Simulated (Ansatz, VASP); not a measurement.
**One calculation of CdS, two programs**

```
Cd S
1.0
     0.00000    2.87825    2.87825
     2.87825    0.00000    2.87825
     2.87825    2.87825    0.00000
Cd S
1 1
Cartesian
  0.0000 0.0000 0.0000
  1.4391 1.4391 1.4391
```

Alike in both runs: functional LDA; k mesh 8 × 8 × 8; occupations gaussian, width 0.02 eV; no spin polarisation.

Ansatz relaxed the structure, and its values are those at the end. VASP's run is a single point on that final structure, the one shown.

|  | VASP | Ansatz |
| --- | --- | --- |
| version | VASP 6.6.1 | Ansatz 0.2.0 |
| potentials or method | VASP PAW LDA potentials, release 64 (Cd, S), cutoff 500 eV | scalar-relativistic, plane waves, PAW |
| valence electrons in the cell | 18 | 26 |

|  | VASP | Ansatz | Ansatz less VASP |
| --- | --- | --- | --- |
| gap on the k mesh at the Fermi level (eV) | 0.98 | 0.95 | -0.030 |
| least direct gap on the mesh (eV) | 0.98 | 0.95 | -0.030 |
| pressure (GPa) | 0.6 | 0.0 | -0.54 |

Ansatz warns that its potentials were made for another functional, while VASP's fit it. LDA's correlation is that of Perdew and Zunger in VASP and of Perdew and Wang (1992) in Ansatz. VASP's potentials hold 18 valence electrons a cell and Ansatz's 26, so a difference there can come from the potentials and not from the codes.
